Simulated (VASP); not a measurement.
# ZrC (P6_3/mmc) in VASP: notebook

ZrC is run at these levels: PBEsol; tasks: single point.

All numbers are computed with VASP 6.6.1; they aren't measurements. Logs are shortened: lines on timing, memory, paths and dates and some standing lists are left out, and cuts for length are marked.

## 1. The cell of the first run

The structure is hexagonal, space group P6_3/mmc (No. 194). Conventional cell: a = 3.299 Å, b = 3.299 Å, c = 5.145 Å, α = 90.00°, β = 90.00°, γ = 120.00°. Zr (site symmetry -6m2) has 6 C at 2.30 Å within 3.0 Å. Within 3.0 Å of C (site symmetry -3m) lie 6 Zr at 2.30 Å and 2 C at 2.57 Å.

## 2. Single point, PBEsol

INCAR

```
ALGO     = Normal         # electronic algorithm
EDIFF    = 1E-6           # SCF threshold, eV
ENCUT    = 520            # plane-wave cutoff, eV
GGA      = PS             # functional
ISIF     = 2              # what is computed and relaxed
ISMEAR   = 1              # smearing method
LASPH    = T              # aspherical terms in the spheres
LCHARG   = F              # write CHGCAR
LREAL    = F              # projectors in reciprocal space
LWAVE    = F              # write WAVECAR
NBANDS   = 24             # bands
NELM     = 80             # most SCF steps
PREC     = Accurate       # precision mode
SIGMA    = 0.15           # smearing width, eV
```

KPOINTS

```
k-points
0
Gamma
  8 8 5
```

POSCAR

```
ZrC
1.0
    3.2985116620      0.0000000000      0.0000000000
   -1.6492558310      2.8565955044      0.0000000000
    0.0000000000      0.0000000000      5.1450464379
Zr C
2 2
Direct
    0.3333333333      0.6666666667      0.2500000000
    0.6666666667      0.3333333333      0.7500000000
    0.0000000000      0.0000000000      0.0000000000
    0.0000000000      0.0000000000      0.5000000000
```

Potentials or basis: VASP PAW PBE potentials, release 64 (Zr_sv, C).

Launch:

```
$ cat potpaw_PBE.64/Zr_sv/POTCAR potpaw_PBE.64/C/POTCAR > POTCAR
$ mpirun -np 1 vasp_std > vasp.out
```

OUTCAR:

```text
EDIFF = 1E-6
   ENCUT = 520
   GGA = PS
   ISIF = 2
   ISMEAR = 1
   LASPH = T
   LREAL = F
   NELM = 80
   PREC = Accurate

 ion  position               nearest neighbor table
   1  0.333  0.667  0.250-   3 2.30   4 2.30   3 2.30   4 2.30   3 2.30   4 2.30   2 3.20   2 3.20
                             2 3.20   2 3.20   2 3.20   2 3.20
   2  0.667  0.333  0.750-   3 2.30   4 2.30   3 2.30   4 2.30   3 2.30   4 2.30   1 3.20   1 3.20
                             1 3.20   1 3.20   1 3.20   1 3.20
   3  0.000  0.000  0.000-   1 2.30   2 2.30   2 2.30   1 2.30   2 2.30   1 2.30
   4  0.000  0.000  0.500-   1 2.30   2 2.30   2 2.30   1 2.30   2 2.30   1 2.30

  LATTYP: Found a hexagonal cell.
 ALAT       =     3.2985116620
 C/A-ratio  =     1.5598084728

  Lattice vectors:

 A1 = (   3.2985116620,   0.0000000000,   0.0000000000)
 A2 = (  -1.6492558310,   2.8565955044,   0.0000000000)
 A3 = (   0.0000000000,   0.0000000000,   5.1450464379)

Analysis of symmetry for initial positions (statically):
=====================================================================
 Subroutine PRICEL returns:
 Original cell was already a primitive cell.

 Routine SETGRP: Setting up the symmetry group for a
 hexagonal supercell.

 Subroutine GETGRP returns: Found 24 space group operations
 (whereof 12 operations were pure point group operations)
 out of a pool of 24 trial point group operations.

The static configuration has the point symmetry D_3d.
 The point group associated with its full space group is D_6h.

Analysis of symmetry for dynamics (positions and initial velocities):
=====================================================================
 Subroutine PRICEL returns:
 Original cell was already a primitive cell.

 Routine SETGRP: Setting up the symmetry group for a
 hexagonal supercell.

 Subroutine GETGRP returns: Found 24 space group operations
 (whereof 12 operations were pure point group operations)
 out of a pool of 24 trial point group operations.

The dynamic configuration has the point symmetry D_3d.
 The point group associated with its full space group is D_6h.

 Subroutine INISYM returns: Found 24 space group operations
 (whereof 12 operations are pure point group operations),
 and found     1 'primitive' translations

----------------------------------------------------------------------------------------

                                     Primitive cell

  volume of cell :      48.4793

  direct lattice vectors                    reciprocal lattice vectors
     3.298511662  0.000000000  0.000000000     0.303167035  0.175033532  0.000000000
    -1.649255831  2.856595504  0.000000000     0.000000000  0.350067064  0.000000000
     0.000000000  0.000000000  5.145046438     0.000000000  0.000000000  0.194361705

  length of vectors
     3.298511662  3.298512191  5.145046438     0.350067120  0.350067064  0.194361705

  position of ions in fractional coordinates (direct lattice)
     0.333333333  0.666666667  0.250000000
     0.666666667  0.333333333  0.750000000
     0.000000000  0.000000000  0.000000000
     0.000000000  0.000000000  0.500000000

  ion indices of the primitive-cell ions
   primitive index   ion index
                 1           1
                 2           2
                 3           3
                 4           4

----------------------------------------------------------------------------------------

 KPOINTS: k-points

Automatic generation of k-mesh.
 Grid dimensions read from file:
 generate k-points for:    8    8    5

 Generating k-lattice:

  Cartesian coordinates                     Fractional coordinates (reciprocal lattice)
     0.037895879  0.021879191  0.000000000     0.125000000  0.000000000  0.000000000
     0.000000000  0.043758383  0.000000000     0.000000000  0.125000000  0.000000000
     0.000000000  0.000000000  0.038872341     0.000000000  0.000000000  0.200000000

  Length of vectors
     0.043758390  0.043758383  0.038872341

  Shift w.r.t. Gamma in fractional coordinates (k-lattice)
     0.000000000  0.000000000  0.000000000

 Subroutine IBZKPT returns following result:
 ===========================================

 Found     30 irreducible k-points:

 Following reciprocal coordinates:
            Coordinates               Weight
  0.000000  0.000000  0.000000      1.000000
  0.125000  0.000000  0.000000      6.000000
  0.250000  0.000000  0.000000      6.000000
  0.375000 -0.000000  0.000000      6.000000
  0.500000  0.000000  0.000000      3.000000
  0.125000  0.125000  0.000000      6.000000
[... 16 lines left out ...]
  0.250000  0.000000  0.400000     12.000000
  0.375000 -0.000000  0.400000     12.000000
 [... further k-points ...]
   k-points           NKPTS =     30   k-points in BZ     NKDIM =     30   number of bands    NBANDS=     24
   number of dos      NEDOS =    301   number of ions     NIONS =      4
   total plane-waves  NPLWV =  31360
   dimension x,y,z NGX =    28 NGY =   28 NGZ =   40
   dimension x,y,z NGXF=    56 NGYF=   56 NGZF=   80
   ions per type =               2   2
   NGX,Y,Z   is equivalent  to a cutoff of  14.11, 14.11, 12.92 a.u.
   NGXF,Y,Z  is equivalent  to a cutoff of  28.22, 28.22, 25.85 a.u.
 SYSTEM =  unknown system
   PREC   = accura    normal or accurate (medium, high low for compatibility)
   ISTART =      0    job   : 0-new  1-cont  2-samecut
   ICHARG =      2    charge: 1-file 2-atom 10-const
   ISPIN  =      1    spin polarized calculation?
   LNONCOLLINEAR =      F non collinear calculations
   LSORBIT =      F    spin-orbit coupling
   LASPH  =      T    aspherical Exc in radial PAW
   ENCUT  =  520.0 eV  38.22 Ry    6.18 a.u.   6.13  6.13  9.57*2*pi/ulx,y,z
   NELM   =     80;   NELMIN=  2; NELMDL= -5     # of ELM steps
   EDIFF  = 0.1E-05   stopping-criterion for ELM
   LREAL  =      F    real-space projection
   EDIFFG = 0.1E-04   stopping-criterion for IOM
   NSW    =      0    number of steps for IOM
   IBRION =     -1    ionic relax: 0-MD 1-quasi-New 2-CG
   NFREE  =      0    steps in history (QN), initial steepest desc. (CG)
   ISIF   =      2    stress and relaxation
   ISYM   =      2    0-nonsym 1-usesym 2-fastsym
   POTIM  = 0.5000    time-step for ionic-motion
   TEBEG  =    0.0;   TEEND  =   0.0 temperature during run
   PSTRESS=    0.0 pullay stress
   NELECT =      32.0000    total number of electrons
   NUPDOWN=      -1.0000    fix difference up-down
   EMIN   =  10.00;   EMAX   =-10.00  energy-range for DOS
   EFERMI =   0.00;   METHOD = LEGACY
   ISMEAR =     1;   SIGMA  =   0.15  broadening in eV -4-tet -1-fermi 0-gaus
   EFERMI_NEDOS =   21; number of points for ismear=-14 and -15
   IALGO  =     38    algorithm
   IMIX   =      4    mixing-type and parameters
     AMIX     =   0.40;   BMIX     =  1.00
     AMIX_MAG =   1.60;   BMIX_MAG =  1.00
  volume/ion in A,a.u.               =      12.12        81.79
  Fermi-wavevector in a.u.,A,eV,Ry     =   1.425409  2.693632 27.644189  2.031791
  Thomas-Fermi vector in A             =   2.545796
   LORBIT       =      0    0 simple, 1 ext, 2 COOP (PROOUT), +10 PAW based schemes
   GGA     = PS    functional components
   LHFCALC =     F    Hartree Fock is set to
   AEXX    =    0.0000 exact exchange contribution
   IVDW    =     0    specifies the selected vdW correction
   LEPSILON=     F    determine dielectric tensor
   LRPA    =     F    only Hartree local field effects (RPA)
 non-spin polarized calculation
 Methfessel and Paxton  Order N= 1 SIGMA  =   0.15
  energy-cutoff  :      520.00
  volume of cell :       48.48
 maximum number of plane-waves:      1327
 NGX is ok and might be reduce to    28
   NGX = 13   NGY = 13   NGZ = 19

 number of electron      31.9999999 magnetization

 Free energy of the ion-electron system (eV)
  ---------------------------------------------------
  ext. energy  EPLUGINS =         0.00000000
  ---------------------------------------------------
  free energy    TOTEN  =       -40.39610772 eV

  energy without entropy =      -40.39459236  energy(sigma->0) =      -40.39560260

 E-fermi :  10.5023     XC(G=0): -12.6190

 val. band max:       10.4794725915   @ k =   0.0000   0.0000   0.2000
 cond. band min:      10.5086790158   @ k =   0.2500   0.2500   0.2000
 fundamental gap:      0.0292064243
 Fermi energy:        10.5022709048

 k-point     1 :       0.0000    0.0000    0.0000
  band No.  band energies     occupation
      1     -37.3333      2.00000
      2     -37.1670      2.00000
      3     -16.1396      2.00000
      4     -15.1883      2.00000
      5     -15.1883      2.00000
      6     -15.0624      2.00000
[... 16 lines left out ...]
     23      15.4604      0.00000
     24      18.7642      0.00000

 k-point     2 :       0.1250    0.0000    0.0000
  band No.  band energies     occupation
      1     -37.3161      2.00000
      2     -37.1609      2.00000
      3     -16.0804      2.00000
      4     -15.3136      2.00000
      5     -15.2350      2.00000
      6     -15.1738      2.00000
[... 16 lines left out ...]
     23      16.1923      0.00000
     24      18.0883      0.00000

 k-point     3 :       0.2500    0.0000    0.0000
  band No.  band energies     occupation
      1     -37.2725      2.00000
      2     -37.1483      2.00000
      3     -15.9208      2.00000
      4     -15.6167      2.00000
      5     -15.4201      2.00000
      6     -15.3311      2.00000
[... 16 lines left out ...]
     23      16.9853      0.00000
     24      17.1526      0.00000
[... 514 lines left out ...]
 k-point    23 :       0.2500    0.0000    0.4000
  band No.  band energies     occupation
      1     -37.2299      2.00000
      2     -37.1915      2.00000
      3     -15.8195      2.00000
      4     -15.6782      2.00000
      5     -15.3345      2.00000
      6     -15.2477      2.00000
[... 16 lines left out ...]
     23      17.4020      0.00000
     24      17.4751      0.00000

 k-point    24 :       0.3750   -0.0000    0.4000
  band No.  band energies     occupation
      1     -37.1947      2.00000
      2     -37.1695      2.00000
      3     -15.9929      2.00000
      4     -15.9034      2.00000
      5     -15.3281      2.00000
      6     -15.3150      2.00000
[... 16 lines left out ...]
     23      17.7151      0.00000
     24      18.0530      0.00000

 [... further k-points ...]

------------------------ aborting loop because EDIFF is reached ----------------------------------------

  FORCE on cell =-STRESS in cart. coord.  units (eV):
  Direction    XX          YY          ZZ          XY          YZ          ZX
  --------------------------------------------------------------------------------------
  -------------------------------------------------------------------------------------
  Total        3.6853735      3.6853751      4.0543951      0.0000000      0.0000000      0.0000000
  in kB      121.7968400    121.7968920    133.9925268      0.0000000      0.0000000      0.0000000
  external PRESSURE =     125.8620863 kB  Pullay stress =       0.0000000 kB

 VOLUME and BASIS-vectors are now :
 -----------------------------------------------------------------------------
  energy-cutoff  :      520.00
  volume of cell :       48.48
      direct lattice vectors                 reciprocal lattice vectors
     3.298511662  0.000000000  0.000000000     0.303167035  0.175033532  0.000000000
    -1.649255831  2.856595504  0.000000000     0.000000000  0.350067064  0.000000000
     0.000000000  0.000000000  5.145046438     0.000000000  0.000000000  0.194361705

 POSITION                                       TOTAL-FORCE (eV/Angst)
 -----------------------------------------------------------------------------------
     -0.00000      1.90440      1.28626        -0.000000      0.000000      0.000000
      1.64926      0.95220      3.85878         0.000000      0.000000      0.000000
      0.00000      0.00000      0.00000         0.000000      0.000000      0.000000
      0.00000      0.00000      2.57252         0.000000      0.000000      0.000000
 -----------------------------------------------------------------------------------
    total drift:                               -0.000000      0.000000     -0.000000

  FREE ENERGIE OF THE ION-ELECTRON SYSTEM (eV)
  ---------------------------------------------------
  free  energy   TOTEN  =       -40.3961077200 eV

  energy  without entropy=      -40.3945923585  energy(sigma->0) =      -40.39560260
```

It took 2 min on 1 thread of AMD EPYC, shared host; peak memory 0.15 GiB.

What came out:

```
Free energy            : -40.3961 eV
Pressure               : 12.6 GPa
Band gap on the k mesh : zero (bands 16 and 17 overlap by 1.12 eV)
```

Levels at points of the mesh, in eV from the Fermi level:
```csv
k point,band 12,band 13,band 14,band 15,band 16,band 17,band 18,band 19,band 20,band 21
"(0.00, 0.00, 0.00)",-2.94,-2.94,-1.11,-1.11,1.05,1.39,1.39,1.85,1.85,2.61
"(0.50, 0.00, 0.00)",-3.40,-3.38,-2.83,-1.53,-0.60,1.78,4.58,4.76,4.81,5.32
```

Caveat: the cell stands under pressure; the PAW data sets were made with another functional, which shifts forces and pressure a little.

## 3. Single point, PBEsol

This run uses another cell than the first one, of 12.47 Å³/atom.

INCAR

```
ALGO = Normal
EDIFF = 1E-6
ENCUT = 520
GGA = PS
ISIF = 2
ISMEAR = 1
LASPH = T
LCHARG = T
LELF = T
LREAL = F
LVHAR = T
LWAVE = F
NBANDS = 24
NELM = 80
PREC = Accurate
SIGMA = 0.15
```

KPOINTS is that of step 2.

POSCAR

```
ZrC
1.0
    3.3300782849      0.0000000000      0.0000000000
   -1.6650391425      2.8839330076      0.0000000000
    0.0000000000      0.0000000000      5.1942843238
Zr C
2 2
Direct
    0.3333333333      0.6666666667      0.2500000000
    0.6666666667      0.3333333333      0.7500000000
    0.0000000000      0.0000000000      0.0000000000
    0.0000000000      0.0000000000      0.5000000000
```

Potentials or basis: VASP PAW PBE potentials, release 64 (Zr_sv, C).

Launch:

```
$ cat potpaw_PBE.64/Zr_sv/POTCAR potpaw_PBE.64/C/POTCAR > POTCAR
$ mpirun -np 1 vasp_std > vasp.out
```

It took 2.1 min on 1 thread of AMD EPYC, shared host; peak memory 0.16 GiB.

Results (log left out):

```yaml
Free_energy: -40.4730 eV
Pressure: 4.9 GPa
Band_gap_on_the_k_mesh: zero (bands 16 and 17 overlap by 1.10 eV)
```

Stress tensor (GPa, compression positive):
```
4.44 0.00 0.00
0.00 4.44 0.00
0.00 0.00 5.92
```

Levels at points of the mesh, in eV from the Fermi level:
```
           k point  band 12  band 13  band 14  band 15  band 16  band 17  band 18  band 19  band 20  band 21
(0.00, 0.00, 0.00)    -2.87    -2.87    -1.08    -1.08     1.03     1.35     1.35     1.80     1.80     2.54
(0.50, 0.00, 0.00)    -3.40    -3.29    -2.81    -1.50    -0.65     1.71     4.43     4.60     4.63     5.13
```

Caveat: the cell stands under pressure; the PAW data sets were made with another functional, which shifts forces and pressure a little.

(Continued in part 2 of 2.)
